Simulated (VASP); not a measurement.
# Zn in VASP: further runs

The runs below take Zn through electric field gradients, with PBE.

Program: VASP 6.6.1. These are calculated values, not measurements. Logs are shortened: lines on timing, memory, paths and dates and some standing lists are left out, and cuts for length are marked.

### Step 1. The cell of the first run

It takes space group P2_1/m (No. 11, monoclinic). Conventional cell: a = 2.648 Å, b = 4.947 Å, c = 2.665 Å, α = 90.00°, β = 119.35°, γ = 90.00°. Within 3.5 Å of Zn (site symmetry m) lie 12 Zn at 2.65 to 2.92 Å.

### Step 2. Electric field gradients, PBE (xy shear strain of +1.5 %)

Contents of INCAR:

```
SYSTEM = Zn
PREC     = Accurate       ! precision mode
ENCUT    = 520            ! plane-wave cutoff, eV
EDIFF    = 1E-8           ! SCF threshold, eV
ISMEAR   = -1             ! smearing method
SIGMA    = 0.03           ! smearing width, eV
LREAL    = .FALSE.        ! projectors in reciprocal space
LASPH    = .TRUE.         ! aspherical terms in the spheres
NELM     = 100            ! most SCF steps
ALGO     = Normal         ! electronic algorithm
ISIF     = 2              ! what is computed and relaxed
LWAVE    = .FALSE.        ! write WAVECAR
LCHARG   = .FALSE.        ! write CHGCAR
GGA      = PE             ! functional
LEFG     = .TRUE.       
NBANDS   = 19             ! bands
```

Contents of KPOINTS:

```
Automatic mesh
0
G
  18 18 8
  0 0 0
```

Contents of POSCAR:

```
Zn
1.0
    2.6647980532      0.0199859854      0.0000000000
   -1.3150906555      2.2977898173      0.0000000000
    0.0000000000      0.0000000000      4.9467000000
Zn
2
Direct
    0.3333333333      0.6666666667      0.2500000000
    0.6666666667      0.3333333333      0.7500000000
```

Potentials or basis: VASP PAW PBE potentials, release 64 (Zn).

Run with:

```bash
cat potpaw_PBE.64/Zn/POTCAR > POTCAR
mpirun -np 1 vasp_std > vasp.out
```

OUTCAR:

```text
SYSTEM = Zn
   PREC = Accurate
   ENCUT = 520
   EDIFF = 1E-8
   ISMEAR = -1
   LREAL = .FALSE.
   LASPH = .TRUE.
   NELM = 100
   ISIF = 2
   GGA = PE

 ion  position               nearest neighbor table
   1  0.333  0.667  0.250-   2 2.91   2 2.91   2 2.91   2 2.91   2 2.92   2 2.92
   2  0.667  0.333  0.750-   1 2.91   1 2.91   1 2.91   1 2.91   1 2.92   1 2.92

  Warning from LATTYP: Monoclinic adjustment (A1->A3, A2->A1, A3->A2)!
  LATTYP: Found a simple monoclinic cell.
 ALAT       =     2.6475085414
 B/A-ratio  =     1.8684358984
 C/A-ratio  =     1.0065587921
 COS(beta)  =    -0.4902045493

  Lattice vectors:

 A1 = (  -1.3150906555,   2.2977898173,   0.0000000000)
 A2 = (   0.0000000000,   0.0000000000,   4.9467000000)
 A3 = (   2.6647980532,   0.0199859854,   0.0000000000)

Analysis of symmetry for initial positions (statically):
=====================================================================
 Subroutine PRICEL returns:
 Original cell was already a primitive cell.

 Routine SETGRP: Setting up the symmetry group for a
 simple monoclinic supercell.

 Subroutine GETGRP returns: Found  4 space group operations
 (whereof  2 operations were pure point group operations)
 out of a pool of  4 trial point group operations.

The static configuration has the point symmetry S_2 .
 The point group associated with its full space group is C_2h.

Analysis of symmetry for dynamics (positions and initial velocities):
=====================================================================
 Subroutine PRICEL returns:
 Original cell was already a primitive cell.

 Routine SETGRP: Setting up the symmetry group for a
 simple monoclinic supercell.

 Subroutine GETGRP returns: Found  4 space group operations
 (whereof  2 operations were pure point group operations)
 out of a pool of  4 trial point group operations.

The dynamic configuration has the point symmetry S_2 .
 The point group associated with its full space group is C_2h.

 Subroutine INISYM returns: Found  4 space group operations
 (whereof  2 operations are pure point group operations),
 and found     1 'primitive' translations

----------------------------------------------------------------------------------------

                                     Primitive cell

  volume of cell :      30.4194

  direct lattice vectors                    reciprocal lattice vectors
     2.664798053  0.019985985  0.000000000     0.373659040  0.213855727  0.000000000
    -1.315090655  2.297789817  0.000000000    -0.003250055  0.433340715  0.000000000
     0.000000000  0.000000000  4.946700000     0.000000000  0.000000000  0.202154972

  length of vectors
     2.664873000  2.647508541  4.946700000     0.430529151  0.433352903  0.202154972

  position of ions in fractional coordinates (direct lattice)
     0.333333333  0.666666667  0.250000000
     0.666666667  0.333333333  0.750000000

  ion indices of the primitive-cell ions
   primitive index   ion index
                 1           1
                 2           2

----------------------------------------------------------------------------------------

 KPOINTS: Automatic mesh

Automatic generation of k-mesh.
 Grid dimensions read from file:
 generate k-points for:   18   18    8

 Generating k-lattice:

  Cartesian coordinates                     Fractional coordinates (reciprocal lattice)
     0.020758836  0.011880874  0.000000000     0.055555556 -0.000000000  0.000000000
    -0.000180559  0.024074484  0.000000000     0.000000000  0.055555556  0.000000000
     0.000000000  0.000000000  0.025269372     0.000000000  0.000000000  0.125000000

  Length of vectors
     0.023918286  0.024075161  0.025269372

  Shift w.r.t. Gamma in fractional coordinates (k-lattice)
     0.000000000  0.000000000  0.000000000

 Subroutine IBZKPT returns following result:
 ===========================================

 Found    820 irreducible k-points:

 Following reciprocal coordinates:
            Coordinates               Weight
  0.000000  0.000000  0.000000      1.000000
  0.055556 -0.000000  0.000000      2.000000
  0.111111 -0.000000  0.000000      2.000000
  0.166667  0.000000  0.000000      2.000000
  0.222222  0.000000  0.000000      2.000000
  0.277778  0.000000  0.000000      2.000000
[... 16 lines left out ...]
 -0.333333  0.055556  0.000000      2.000000
 -0.277778  0.055556  0.000000      2.000000
 [... further k-points ...]
   k-points           NKPTS =    820   k-points in BZ     NKDIM =    820   number of bands    NBANDS=     19
   number of dos      NEDOS =    301   number of ions     NIONS =      2
   total plane-waves  NPLWV =  16000
   dimension x,y,z NGX =    20 NGY =   20 NGZ =   40
   dimension x,y,z NGXF=    40 NGYF=   40 NGZF=   80
   ions per type =               2
   NGX,Y,Z   is equivalent  to a cutoff of  12.48, 12.56, 13.44 a.u.
   NGXF,Y,Z  is equivalent  to a cutoff of  24.95, 25.12, 26.89 a.u.
 SYSTEM =  Zn
   PREC   = accura    normal or accurate (medium, high low for compatibility)
   ISTART =      0    job   : 0-new  1-cont  2-samecut
   ICHARG =      2    charge: 1-file 2-atom 10-const
   ISPIN  =      1    spin polarized calculation?
   LNONCOLLINEAR =      F non collinear calculations
   LSORBIT =      F    spin-orbit coupling
   LASPH  =      T    aspherical Exc in radial PAW
   ENCUT  =  520.0 eV  38.22 Ry    6.18 a.u.   4.95  4.92  9.20*2*pi/ulx,y,z
   NELM   =    100;   NELMIN=  2; NELMDL= -5     # of ELM steps
   EDIFF  = 0.1E-07   stopping-criterion for ELM
   LREAL  =      F    real-space projection
   EDIFFG = 0.1E-06   stopping-criterion for IOM
   NSW    =      0    number of steps for IOM
   IBRION =     -1    ionic relax: 0-MD 1-quasi-New 2-CG
   NFREE  =      0    steps in history (QN), initial steepest desc. (CG)
   ISIF   =      2    stress and relaxation
   ISYM   =      2    0-nonsym 1-usesym 2-fastsym
   POTIM  = 0.5000    time-step for ionic-motion
   TEBEG  =    0.0;   TEEND  =   0.0 temperature during run
   PSTRESS=    0.0 pullay stress
   NELECT =      24.0000    total number of electrons
   NUPDOWN=      -1.0000    fix difference up-down
   EMIN   =  10.00;   EMAX   =-10.00  energy-range for DOS
   EFERMI =   0.00;   METHOD = LEGACY
   ISMEAR =    -1;   SIGMA  =   0.03  broadening in eV -4-tet -1-fermi 0-gaus
   EFERMI_NEDOS =   21; number of points for ismear=-14 and -15
   IALGO  =     38    algorithm
   IMIX   =      4    mixing-type and parameters
     AMIX     =   0.40;   BMIX     =  1.00
     AMIX_MAG =   1.60;   BMIX_MAG =  1.00
  volume/ion in A,a.u.               =      15.21       102.64
  Fermi-wavevector in a.u.,A,eV,Ry     =   1.512731  2.858648 31.134972  2.288356
  Thomas-Fermi vector in A             =   2.622616
   LORBIT       =      0    0 simple, 1 ext, 2 COOP (PROOUT), +10 PAW based schemes
   GGA     = PE    functional components
   LHFCALC =     F    Hartree Fock is set to
   AEXX    =    0.0000 exact exchange contribution
   IVDW    =     0    specifies the selected vdW correction
   LEPSILON=     F    determine dielectric tensor
   LRPA    =     F    only Hartree local field effects (RPA)
 non-spin polarized calculation
  energy-cutoff  :      520.00
  volume of cell :       30.42
 maximum number of plane-waves:       847
   NGX =  9   NGY =  9   NGZ = 19

 number of electron      24.0000012 magnetization

 Free energy of the ion-electron system (eV)
  ---------------------------------------------------
  ext. energy  EPLUGINS =         0.00000000
  ---------------------------------------------------
  free energy    TOTEN  =        -2.21482562 eV

  energy without entropy =       -2.21348584  energy(sigma->0) =       -2.21415573

 E-fermi :   3.2535     XC(G=0): -11.5519

 val. band max:        3.2405317516   @ k =   0.3333   0.2222   0.2500
 cond. band min:       3.2584000541   @ k =   0.3333   0.3889   0.0000
 fundamental gap:      0.0178683025
 Fermi energy:         3.2534711018

 k-point     1 :       0.0000    0.0000    0.0000
  band No.  band energies     occupation
      1      -7.2895      2.00000
      2      -5.4960      2.00000
      3      -4.8014      2.00000
      4      -4.6046      2.00000
      5      -4.5529      2.00000
      6      -4.5410      2.00000
[... 11 lines left out ...]
     18      21.9484      0.00000
     19      22.3660      0.00000

 k-point     2 :       0.0556   -0.0000    0.0000
  band No.  band energies     occupation
      1      -7.1992      2.00000
      2      -5.4571      2.00000
      3      -4.7931      2.00000
      4      -4.6106      2.00000
      5      -4.5600      2.00000
      6      -4.5219      2.00000
[... 476 lines left out ...]
 k-point    24 :      -0.2778    0.0556    0.0000
  band No.  band energies     occupation
      1      -5.6233      2.00000
      2      -5.0890      2.00000
      3      -4.6958      2.00000
      4      -4.6906      2.00000
      5      -4.6411      2.00000
      6      -4.4048      2.00000
[... 11 lines left out ...]
     18      19.2482      0.00000
     19      19.8516      0.00000

 [... further k-points ...]
[... 5 lines left out ...]
  --------------------------------------------------------------------------------------
  -------------------------------------------------------------------------------------
  Total       -0.0525120     -0.0552274      0.1158431     -0.0971596      0.0000000      0.0000000
  in kB       -2.7657898     -2.9088069      6.1014119     -5.1173588      0.0000000      0.0000000
  external PRESSURE =       0.1422717 kB  Pullay stress =       0.0000000 kB

 VOLUME and BASIS-vectors are now :
 -----------------------------------------------------------------------------
  energy-cutoff  :      520.00
  volume of cell :       30.42
      direct lattice vectors                 reciprocal lattice vectors
     2.664798053  0.019985985  0.000000000     0.373659040  0.213855727  0.000000000
    -1.315090655  2.297789817  0.000000000    -0.003250055  0.433340715  0.000000000
     0.000000000  0.000000000  4.946700000     0.000000000  0.000000000  0.202154972

 POSITION                                       TOTAL-FORCE (eV/Angst)
 -----------------------------------------------------------------------------------
      0.01154      1.53852      1.23667         0.006060      0.001690      0.000000
      1.33817      0.77925      3.71002        -0.006060     -0.001690      0.000000
 -----------------------------------------------------------------------------------
    total drift:                                0.000000     -0.000000      0.000000

  FREE ENERGIE OF THE ION-ELECTRON SYSTEM (eV)
  ---------------------------------------------------
  free  energy   TOTEN  =        -2.2148256203 eV

  energy  without entropy=       -2.2134858444  energy(sigma->0) =       -2.21415573

 Electric field gradients (V/A^2)
---------------------------------------------------------------------
 ion       V_xx      V_yy      V_zz      V_xy      V_xz      V_yz
---------------------------------------------------------------------
   1     -17.603   -17.780    35.383     2.617     0.000    -0.000
   2     -17.603   -17.780    35.383     2.617     0.000     0.000
---------------------------------------------------------------------

 Electric field gradients after diagonalization (V/A^2)
 (convention: |V_zz| > |V_xx| > |V_yy|)
----------------------------------------------------------------------
 ion       V_xx      V_yy      V_zz     asymmetry (V_yy - V_xx)/ V_zz
----------------------------------------------------------------------
   1     -20.310   -15.073    35.383       0.148
   2     -20.310   -15.073    35.383       0.148
----------------------------------------------------------------------

           NMR quadrupolar parameters

 Cq : quadrupolar parameter    Cq=e*Q*V_zz/h
 eta: asymmetry parameters     (V_yy - V_xx)/ V_zz
 Q  : nuclear electric quadrupole moment in mb (millibarn)
----------------------------------------------------------------------
 ion       Cq(MHz)       eta       Q (mb)
----------------------------------------------------------------------
   1       0.086       0.148       1.000
   2       0.086       0.148       1.000
----------------------------------------------------------------------
```

Run time: 9.1 min. Hardware: 1 thread of Intel Xeon 8259CL, shared host; peak memory 0.46 GiB.

What came out:

```yaml
Free_energy: -2.2148 eV
Pressure: 0.0 GPa
Largest_force: 0.006 eV/Å
Band_gap_on_the_k_mesh: zero (bands 12 and 13 overlap by 4.71 eV)
Largest_electric_field_gradient_by_atom: Zn +35.4 V/Å²
```

Forces on the atoms (eV/Å):
```
Zn   0.006  0.002  0.000
Zn  -0.006 -0.002  0.000
```

Electric field gradients, principal values (V/Å²):
```
atom    least   middle  greatest (by size)
1 Zn  -15.073  -20.310              35.383
2 Zn  -15.073  -20.310              35.383
```

Caveat: the cell differs from its parent crystal (xy shear strain of +1.5 %); without QUAD_EFG the Cq values of the log hold for a quadrupole moment of 1 mb, not for the nuclei.

### Step 3. Electric field gradients, PBE (equal xy, yz and zx shear strains of +1 %)

Contents of INCAR:

```
ALGO = Normal ; EDIFF = 1E-8
ENCUT = 520 ; GGA = PE
ISIF = 2 ; ISMEAR = -1
LASPH = T ; LCHARG = F
LEFG = T ; LREAL = F
LWAVE = F ; NBANDS = 19
NELM = 60 ; PREC = Accurate
SIGMA = 0.03
```

Contents of KPOINTS:

```
k-points
0
Gamma
  18 18 8
```

Contents of POSCAR:

```
Zn
1.0
    2.6647980532      0.0133239903      0.0133239903
   -1.3208601126      2.3011208149      0.0048769189
    0.0247335000      0.0247335000      4.9467000000
Zn
2
Direct
    0.3333333333      0.6666666667      0.2500000000
    0.6666666667      0.3333333333      0.7500000000
```

Potentials or basis: VASP PAW PBE potentials, release 64 (Zn).

Run with:

```bash
cat potpaw_PBE.64/Zn/POTCAR > POTCAR
mpirun -np 1 vasp_std > vasp.out
```

OUTCAR:

```text
EDIFF = 1E-8
   ENCUT = 520
   GGA = PE
   ISIF = 2
   ISMEAR = -1
   LASPH = T
   LREAL = F
   NELM = 60
   PREC = Accurate

 ion  position               nearest neighbor table
   1  0.333  0.667  0.250-   2 2.90   2 2.90   2 2.90   2 2.91   2 2.93   2 2.93
   2  0.667  0.333  0.750-   1 2.90   1 2.90   1 2.90   1 2.91   1 2.93   1 2.93

  LATTYP: Found a triclinic cell.
 ALAT       =     2.6764071472
 B/A-ratio  =     0.9913558883
 C/A-ratio  =     1.8483075982
 COS(alpha) =     0.0036852528
[... 746 lines left out ...]
  ---------------------------------------------------
  free  energy   TOTEN  =        -2.2148470483 eV

  energy  without entropy=       -2.2134538163  energy(sigma->0) =       -2.21415043

 Electric field gradients (V/A^2)
---------------------------------------------------------------------
 ion       V_xx      V_yy      V_zz      V_xy      V_xz      V_yz
---------------------------------------------------------------------
   1     -17.616   -17.796    35.412     1.464     0.418     0.391
   2     -17.616   -17.796    35.412     1.464     0.418     0.391
---------------------------------------------------------------------

 Electric field gradients after diagonalization (V/A^2)
 (convention: |V_zz| > |V_xx| > |V_yy|)
----------------------------------------------------------------------
 ion       V_xx      V_yy      V_zz     asymmetry (V_yy - V_xx)/ V_zz
----------------------------------------------------------------------
   1     -19.173   -16.246    35.418       0.083
   2     -19.173   -16.246    35.418       0.083
----------------------------------------------------------------------

           NMR quadrupolar parameters

 Cq : quadrupolar parameter    Cq=e*Q*V_zz/h
 eta: asymmetry parameters     (V_yy - V_xx)/ V_zz
 Q  : nuclear electric quadrupole moment in mb (millibarn)
----------------------------------------------------------------------
 ion       Cq(MHz)       eta       Q (mb)
----------------------------------------------------------------------
   1       0.086       0.083       1.000
   2       0.086       0.083       1.000
----------------------------------------------------------------------
```

OSZICAR:

```text
N       E                     dE             d eps       ncg     rms          rms(c)
DAV:   1     0.113344782815E+03    0.11334E+03   -0.12350E+04 51056   0.199E+03
DAV:   2     0.275201997127E+01   -0.11059E+03   -0.10678E+03 49722   0.296E+02
DAV:   3    -0.239283184172E+01   -0.51449E+01   -0.51244E+01 54659   0.699E+01
DAV:   4    -0.242351580252E+01   -0.30684E-01   -0.30676E-01 53791   0.560E+00
DAV:   5    -0.242355525521E+01   -0.39453E-04   -0.39452E-04 53581   0.182E-01    0.397E+00
DAV:   6    -0.222798826311E+01    0.19557E+00   -0.77183E-01 54974   0.185E+01    0.300E+00
DAV:   7    -0.221916966617E+01    0.88186E-02   -0.26278E-02 61940   0.272E+00    0.155E+00
DAV:   8    -0.221483390855E+01    0.43358E-02   -0.17691E-03 67450   0.629E-01    0.470E-02
DAV:   9    -0.221484403969E+01   -0.10131E-04   -0.21827E-04 65296   0.186E-01    0.353E-02
DAV:  10    -0.221484761481E+01   -0.35751E-05   -0.20469E-05 52070   0.508E-02    0.295E-03
DAV:  11    -0.221484737483E+01    0.23998E-06   -0.10167E-07 60923   0.439E-03    0.176E-03
DAV:  12    -0.221484703633E+01    0.33850E-06   -0.25045E-08 48591   0.275E-03    0.882E-05
DAV:  13    -0.221484704650E+01   -0.10166E-07   -0.45099E-09 30152   0.574E-04    0.622E-05
DAV:  14    -0.221484704834E+01   -0.18395E-08   -0.97224E-11 27160   0.123E-04
   1 F= -.22148470E+01 E0= -.22141504E+01  d E =-.139323E-02
```

It took 7.9 min on 1 thread of Intel Xeon Platinum 8559C (Emerald Rapids), shared host; peak memory 0.65 GiB.

Results:

* Free energy: -2.2148 eV
* Pressure: 0.0 GPa
* Largest force: 0.005 eV/Å
* Band gap on the k mesh: zero (bands 12 and 13 overlap by 4.69 eV)
* Largest electric field gradient by atom: Zn +35.4 V/Å²

Forces on the atoms (eV/Å):
```
Zn   0.005  0.001  0.000
Zn  -0.005 -0.001  0.000
```

Stress tensor (GPa, compression positive):
```
-0.30 -0.22 -0.18
-0.22 -0.29 -0.18
-0.18 -0.18  0.62
```

Levels at points of the mesh, in eV from the Fermi level:
```tsv
k point	band 8	band 9	band 10	band 11	band 12	band 13	band 14	band 15	band 16	band 17
(0.00, 0.00, 0.00)	-7.45	-7.45	-7.25	-7.24	-3.77	-3.18	13.48	17.08	17.16	17.41
(0.50, 0.00, 0.00)	-7.25	-7.07	-7.05	-3.03	-2.38	2.39	3.37	3.84	5.53	10.18
(0.00, 0.50, 0.00)	-7.25	-7.06	-7.04	-2.98	-2.31	2.46	3.42	3.93	5.58	9.99
(0.50, 0.50, 0.00)	-7.26	-7.06	-7.04	-2.94	-2.24	2.54	3.47	4.02	5.62	9.81
(0.00, 0.00, 0.50)	-7.76	-7.34	-7.33	-7.32	-7.32	4.45	4.45	18.29	18.47	18.64
(0.50, 0.00, 0.50)	-7.26	-7.06	-7.06	-2.12	-1.98	-0.22	0.01	9.66	10.21	11.99
(0.00, 0.50, 0.50)	-7.26	-7.05	-7.05	-2.06	-1.95	-0.11	0.06	9.79	10.19	11.80
(0.50, 0.50, 0.50)	-7.26	-7.05	-7.05	-1.98	-1.94	0.02	0.08	9.98	10.13	11.61
```

Electric field gradients, principal values (V/Å²):
```
atom    least   middle  greatest (by size)
1 Zn  -16.246  -19.173              35.418
2 Zn  -16.246  -19.173              35.418
```

Caveat: the cell differs from its parent crystal (equal xy, yz and zx shear strains of +1 %); without QUAD_EFG the Cq values of the log hold for a quadrupole moment of 1 mb, not for the nuclei.
